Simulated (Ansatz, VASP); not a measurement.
## Ni: VASP beside Ansatz

File INCAR:

```
  ALGO = Normal
  EDIFF = 1E-7
  ENCUT = 520
  GGA = PE
  ISIF = 2
  ISMEAR = -1
  ISPIN = 2
  LASPH = T
  LCHARG = F
  LMAXMIX = 4
  LORBIT = 11
  LREAL = F
  LWAVE = F
  MAGMOM = 1
  NBANDS = 15
  NELM = 150
  PREC = Accurate
  SIGMA = 0.1
```

File KPOINTS:

```
k-points
0
Gamma
  19 19 19
```

The input POSCAR:

```
Ni
1.0
    0.0000000000      1.7066035612      1.7066035612
    1.7066035612      0.0000000000      1.7066035612
    1.7066035612      1.7066035612      0.0000000000
Ni
1
Direct
    0.0000000000      0.0000000000      0.0000000000
```

Input for Ansatz:

```yaml
crystal:
  lattice:
    - [0.0, 1.7066035612, 1.7066035612]
    - [1.7066035612, 0.0, 1.7066035612]
    - [1.7066035612, 1.7066035612, 0.0]
  atoms:
    - { symbol: Ni, position: [0.0, 0.0, 0.0], spin: 1.0 }
magnetization:
  spin_polarized: true
kpoints:
  mp_grid: { grid: [19, 19, 19] }
scf:
  occupations: { method: fermi_dirac, width: 0.1 }
hamiltonian:
  xc: pbe
  pseudopotentials: { kind: paw }
output:
  forces: true
  stress: true
  eigenvalues: true
```

Change from the starting cell: volume scaled by 0.911, to set the pressure.

Alike in both runs: task single point; functional PBE; k mesh 19 × 19 × 19; occupations fermi-dirac, width 0.1 eV; collinear spin.

|  | VASP | Ansatz |
| --- | --- | --- |
| version | VASP 6.6.1 | Ansatz 0.2.0 |
| potentials or method | VASP PAW PBE potentials, release 64 (Ni) | PAW with Ansatz's default frozen-core files, scalar-relativistic |
| plane-wave cutoff (eV) | 520 | 420 |
| valence electrons in the cell | 10 | 18 |

```tsv
	VASP	Ansatz	Ansatz less VASP
pressure (GPa)	22.5	23.0	+0.45
net moment per atom (μB)	0.57	0.59	+0.013
size of the moment on the site where the two differ most (μB)	0.58	0.62	+0.044
```

Site moments also hang on the region over which each program counts them. The functional is the same, so the differences come from potentials, cutoffs and numerics. VASP's potentials hold 10 valence electrons a cell and Ansatz's 18, so a difference there can come from the potentials and not from the codes.
